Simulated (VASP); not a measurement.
# I (Fmmm) in VASP: a series of runs

The runs below take I through single point, with r2SCAN.

Everything below comes from runs of VASP 6.6.1. Logs are shortened: lines on timing, memory, paths and dates and some standing lists are left out, and cuts for length are marked.

### Step 1. The cell of the first run

It takes space group Fmmm (No. 69, orthorhombic). Conventional cell: a = 4.384 Å, b = 4.731 Å, c = 7.820 Å, α = 90.00°, β = 90.00°, γ = 90.00°. Within 4.2 Å of I (site symmetry mmm) lie 4 I at 3.23 Å.

### Step 2. Single point, r2SCAN

POSCAR

```
I
1.0
    0.0000000000      2.3656004428      3.9098401324
    2.1922454667      0.0000000000      3.9098401324
    2.1922454667      2.3656004428      0.0000000000
I
1
Direct
    0.0000000000      0.0000000000      0.0000000000
```

INCAR.step1

```
SYSTEM = I
PREC = Accurate ; ENCUT = 520
ISMEAR = -1 ; SIGMA = 0.05
LREAL = .False. ; LASPH = .True.
NELM = 100 ; NBANDS = 10
GGA = PE ; ALGO = Normal
EDIFF = 1E-4 ; LWAVE = .True.
LCHARG = .False.
```

INCAR.step2

```
SYSTEM = I
PREC = Accurate ; ENCUT = 520
EDIFF = 1E-6 ; ISMEAR = -1
SIGMA = 0.05 ; LREAL = .False.
LASPH = .True. ; NELM = 100
ALGO = Normal ; ISIF = 2
LWAVE = .False. ; LCHARG = .True.
METAGGA = R2SCAN ; LMIXTAU = .True.
LELF = .True. ; LVHAR = .True.
NBANDS = 10 ; ISTART = 1
```

KPOINTS

```
Automatic mesh
0
Gamma
  9 9 9
  0 0 0
```

Potentials or basis: VASP PAW PBE potentials, release 64 (I).

On the command line:

```sh
cat potpaw_PBE.64/I/POTCAR > POTCAR
cp INCAR.step1 INCAR
mpirun -np 1 vasp_std > vasp.out
cp INCAR.step2 INCAR
mpirun -np 1 vasp_std > vasp.out
```

OUTCAR:

```text
SYSTEM = I
   PREC = Accurate
   ENCUT = 520
   EDIFF = 1E-6
   ISMEAR = -1
   LREAL = .False.
   LASPH = .True.
   NELM = 100
   ISIF = 2
   METAGGA = R2SCAN
   ISTART = 1

 ion  position               nearest neighbor table
   1  0.000  0.000  0.000-

  LATTYP: Found a face centered orthorhombic cell.
 ALAT       =     4.3844909334
 B/A-ratio  =     1.0790764441
 C/A-ratio  =     1.7834864717

  Lattice vectors:

 A1 = (   0.0000000000,   2.3656004428,   3.9098401324)
 A2 = (   2.1922454667,   0.0000000000,   3.9098401324)
 A3 = (   2.1922454667,   2.3656004428,   0.0000000000)

Analysis of symmetry for initial positions (statically):
=====================================================================
 Subroutine PRICEL returns:
 Original cell was already a primitive cell.

 Routine SETGRP: Setting up the symmetry group for a
 face centered orthorhombic supercell.

 Subroutine GETGRP returns: Found  8 space group operations
 (whereof  8 operations were pure point group operations)
 out of a pool of  8 trial point group operations.

The static configuration has the point symmetry D_2h.

Analysis of symmetry for dynamics (positions and initial velocities):
=====================================================================
 Subroutine PRICEL returns:
 Original cell was already a primitive cell.

 Routine SETGRP: Setting up the symmetry group for a
 face centered orthorhombic supercell.

 Subroutine GETGRP returns: Found  8 space group operations
 (whereof  8 operations were pure point group operations)
 out of a pool of  8 trial point group operations.

The dynamic configuration has the point symmetry D_2h.

 Subroutine INISYM returns: Found  8 space group operations
 (whereof  8 operations are pure point group operations),
 and found     1 'primitive' translations

----------------------------------------------------------------------------------------

                                     Primitive cell

  volume of cell :      40.5527

  direct lattice vectors                    reciprocal lattice vectors
     0.000000000  2.365600443  3.909840132    -0.228076649  0.211362828  0.127882467
     2.192245467  0.000000000  3.909840132     0.228076649 -0.211362828  0.127882467
     2.192245467  2.365600443  0.000000000     0.228076649  0.211362828 -0.127882467

  length of vectors
     4.569782852  4.482498193  3.225214046     0.336224818  0.336224818  0.336224818

  position of ions in fractional coordinates (direct lattice)
     0.000000000  0.000000000  0.000000000

  ion indices of the primitive-cell ions
   primitive index   ion index
                 1           1

----------------------------------------------------------------------------------------

 KPOINTS: Automatic mesh

Automatic generation of k-mesh.
 Grid dimensions read from file:
 generate k-points for:    9    9    9

 Generating k-lattice:

  Cartesian coordinates                     Fractional coordinates (reciprocal lattice)
    -0.025341850  0.023484759  0.014209163     0.111111111  0.000000000  0.000000000
     0.025341850 -0.023484759  0.014209163     0.000000000  0.111111111  0.000000000
     0.025341850  0.023484759 -0.014209163     0.000000000  0.000000000  0.111111111

  Length of vectors
     0.037358313  0.037358313  0.037358313

  Shift w.r.t. Gamma in fractional coordinates (k-lattice)
     0.000000000  0.000000000  0.000000000

 Subroutine IBZKPT returns following result:
 ===========================================

 Found    125 irreducible k-points:

 Following reciprocal coordinates:
            Coordinates               Weight
  0.000000  0.000000  0.000000      1.000000
  0.111111  0.000000  0.000000      8.000000
  0.222222  0.000000  0.000000      8.000000
  0.333333  0.000000  0.000000      8.000000
  0.444444  0.000000  0.000000      8.000000
  0.111111  0.111111  0.000000      2.000000
[... 16 lines left out ...]
 -0.333333  0.333333 -0.000000      4.000000
  0.444444  0.444444  0.000000      2.000000
 [... further k-points ...]
   k-points           NKPTS =    125   k-points in BZ     NKDIM =    125   number of bands    NBANDS=     10
   number of dos      NEDOS =    301   number of ions     NIONS =      1
   total plane-waves  NPLWV =  31104
   dimension x,y,z NGX =    36 NGY =   36 NGZ =   24
   dimension x,y,z NGXF=    72 NGYF=   72 NGZF=   48
   ions per type =               1
   NGX,Y,Z   is equivalent  to a cutoff of  13.10, 13.35, 12.37 a.u.
   NGXF,Y,Z  is equivalent  to a cutoff of  26.19, 26.70, 24.74 a.u.
 SYSTEM =  I
   PREC   = accura    normal or accurate (medium, high low for compatibility)
   ISTART =      1    job   : 0-new  1-cont  2-samecut
   ICHARG =      0    charge: 1-file 2-atom 10-const
   ISPIN  =      1    spin polarized calculation?
   LNONCOLLINEAR =      F non collinear calculations
   LSORBIT =      F    spin-orbit coupling
   LASPH  =      T    aspherical Exc in radial PAW
   ENCUT  =  520.0 eV  38.22 Ry    6.18 a.u.   8.50  8.33  6.00*2*pi/ulx,y,z
   NELM   =    100;   NELMIN=  2; NELMDL=  0     # of ELM steps
   EDIFF  = 0.1E-05   stopping-criterion for ELM
   LREAL  =      F    real-space projection
   EDIFFG = 0.1E-04   stopping-criterion for IOM
   NSW    =      0    number of steps for IOM
   IBRION =     -1    ionic relax: 0-MD 1-quasi-New 2-CG
   NFREE  =      0    steps in history (QN), initial steepest desc. (CG)
   ISIF   =      2    stress and relaxation
   ISYM   =      2    0-nonsym 1-usesym 2-fastsym
   POTIM  = 0.5000    time-step for ionic-motion
   TEBEG  =    0.0;   TEEND  =   0.0 temperature during run
   PSTRESS=    0.0 pullay stress
   NELECT =       7.0000    total number of electrons
   NUPDOWN=      -1.0000    fix difference up-down
   EMIN   =  10.00;   EMAX   =-10.00  energy-range for DOS
   EFERMI =   0.00;   METHOD = LEGACY
   ISMEAR =    -1;   SIGMA  =   0.05  broadening in eV -4-tet -1-fermi 0-gaus
   EFERMI_NEDOS =   21; number of points for ismear=-14 and -15
   IALGO  =     38    algorithm
   IMIX   =      4    mixing-type and parameters
     AMIX     =   0.40;   BMIX     =  1.00
     AMIX_MAG =   1.60;   BMIX_MAG =  1.00
  volume/ion in A,a.u.               =      40.55       273.66
  Fermi-wavevector in a.u.,A,eV,Ry     =   0.911523  1.722529 11.304731  0.830874
  Thomas-Fermi vector in A             =   2.035812
   LORBIT       =      0    0 simple, 1 ext, 2 COOP (PROOUT), +10 PAW based schemes
   METAGGA = R2SCAN    functional components
   LHFCALC =     F    Hartree Fock is set to
   AEXX    =    0.0000 exact exchange contribution
   IVDW    =     0    specifies the selected vdW correction
   LEPSILON=     F    determine dielectric tensor
   LRPA    =     F    only Hartree local field effects (RPA)
 non-spin polarized calculation
  energy-cutoff  :      520.00
  volume of cell :       40.55
 maximum number of plane-waves:      1109
 NGX is ok and might be reduce to    36
   NGX = 17   NGY = 17   NGZ = 11

 number of electron       7.0000000 magnetization

 Free energy of the ion-electron system (eV)
  ---------------------------------------------------
  ext. energy  EPLUGINS =         0.00000000
  ---------------------------------------------------
  free energy    TOTEN  =       -24.40162837 eV

  energy without entropy =      -24.39708190  energy(sigma->0) =      -24.39935514

 E-fermi :   3.3208     XC(G=0):  -8.6746

 val. band max:        3.3191515023   @ k =   0.4444   0.3333   0.1111
 cond. band min:       3.3499391143   @ k =  -0.1111   0.1111   0.1111
 fundamental gap:      0.0307876120
 Fermi energy:         3.3208245736

 k-point     1 :       0.0000    0.0000    0.0000
  band No.  band energies     occupation
      1     -11.1398      2.00000
      2       1.1920      2.00000
      3       4.1013      0.00000
      4       4.4115      0.00000
      5       8.2925      0.00000
      6      11.1876      0.00000
      7      12.2106      0.00000
      8      16.0123      0.00000
      9      16.3319      0.00000
     10      16.4495      0.00000

 k-point     2 :       0.1111    0.0000    0.0000
  band No.  band energies     occupation
      1     -10.9999      2.00000
      2       1.1921      2.00000
      3       3.1049      1.97372
      4       4.3568      0.00000
      5       8.6469      0.00000
      6      11.6592      0.00000
      7      13.2235      0.00000
      8      13.8366      0.00000
      9      16.3367      0.00000
     10      17.2031      0.00000

 k-point     3 :       0.2222    0.0000    0.0000
  band No.  band energies     occupation
      1     -10.6084      2.00000
      2       0.9241      2.00000
      3       1.3355      2.00000
      4       4.5751      0.00000
      5       9.3853      0.00000
      6      11.9122      0.00000
      7      12.1204      0.00000
      8      15.9927      0.00000
      9      16.7992      0.00000
     10      17.6457      0.00000

 k-point     4 :       0.3333    0.0000    0.0000
  band No.  band energies     occupation
      1     -10.0732      2.00000
      2      -0.8720      2.00000
      3       1.3351      2.00000
      4       4.8610      0.00000
      5       9.1944      0.00000
      6      12.1971      0.00000
      7      12.5785      0.00000
      8      16.0743      0.00000
      9      17.6137      0.00000
     10      18.2941      0.00000
[... 222 lines left out ...]
 k-point    22 :      -0.4444    0.3333   -0.0000
  band No.  band energies     occupation
      1     -10.4087      2.00000
      2      -0.3504      2.00000
      3       0.8393      2.00000
      4       4.4139      0.00000
      5      11.5243      0.00000
      6      12.5773      0.00000
      7      14.9210      0.00000
      8      17.2879      0.00000
      9      17.8073      0.00000
     10      18.1921      0.00000

 k-point    23 :      -0.3333    0.3333   -0.0000
  band No.  band energies     occupation
      1      -9.9374      2.00000
      2      -0.9734      2.00000
      3       0.2520      2.00000
      4       4.7585      0.00000
      5      11.1409      0.00000
      6      12.1271      0.00000
      7      14.3955      0.00000
      8      16.3784      0.00000
      9      18.3888      0.00000
     10      18.7547      0.00000

 k-point    24 :       0.4444    0.4444    0.0000
  band No.  band energies     occupation
      1     -10.8857      2.00000
      2      -0.9178      2.00000
      3       3.8734      0.00003
      4       4.2045      0.00000
      5      10.6721      0.00000
      6      11.2423      0.00000
      7      14.3907      0.00000
      8      18.8821      0.00000
      9      18.8961      0.00000
     10      19.0866      0.00000

 [... further k-points ...]

------------------------ aborting loop because EDIFF is reached ----------------------------------------

  FORCE on cell =-STRESS in cart. coord.  units (eV):
  Direction    XX          YY          ZZ          XY          YZ          ZX
  --------------------------------------------------------------------------------------
  -------------------------------------------------------------------------------------
  Total       -0.0219873     -0.0139334      0.0046656      0.0000000      0.0000000      0.0000000
  in kB       -0.8686848     -0.5504875      0.1843311      0.0000000      0.0000000      0.0000000
  external PRESSURE =      -0.4116137 kB  Pullay stress =       0.0000000 kB

 VOLUME and BASIS-vectors are now :
 -----------------------------------------------------------------------------
  energy-cutoff  :      520.00
  volume of cell :       40.55
      direct lattice vectors                 reciprocal lattice vectors
     0.000000000  2.365600443  3.909840132    -0.228076649  0.211362828  0.127882467
     2.192245467  0.000000000  3.909840132     0.228076649 -0.211362828  0.127882467
     2.192245467  2.365600443  0.000000000     0.228076649  0.211362828 -0.127882467

 POSITION                                       TOTAL-FORCE (eV/Angst)
 -----------------------------------------------------------------------------------
      0.00000      0.00000      0.00000        -0.000000      0.000000      0.000000
 -----------------------------------------------------------------------------------
    total drift:                                0.000000      0.000000      0.000000

  FREE ENERGIE OF THE ION-ELECTRON SYSTEM (eV)
  ---------------------------------------------------
  free  energy   TOTEN  =       -24.4016283741 eV

  energy  without entropy=      -24.3970819003  energy(sigma->0) =      -24.39935514
```

Run time: 77 s. Hardware: 1 thread of Intel Xeon 6975P-C (Granite Rapids), shared host; peak memory 0.2 GiB.

Results:

```
Free energy            : -24.4016 eV
Pressure               : 0.0 GPa
Band gap on the k mesh : zero (an odd number of electrons rules out a gap without spin polarisation)
```

Caveat: the PAW data sets were made with another functional, which shifts forces and pressure a little; spin-orbit coupling is left out, which moves the levels of the heavy elements; an odd number of electrons without spin polarisation forces a metal; a magnetic or distorted state may lie lower.

[end of part 1 of 2]

The gap in the log of VASP goes by the Fermi energy; the results here count the filled bands.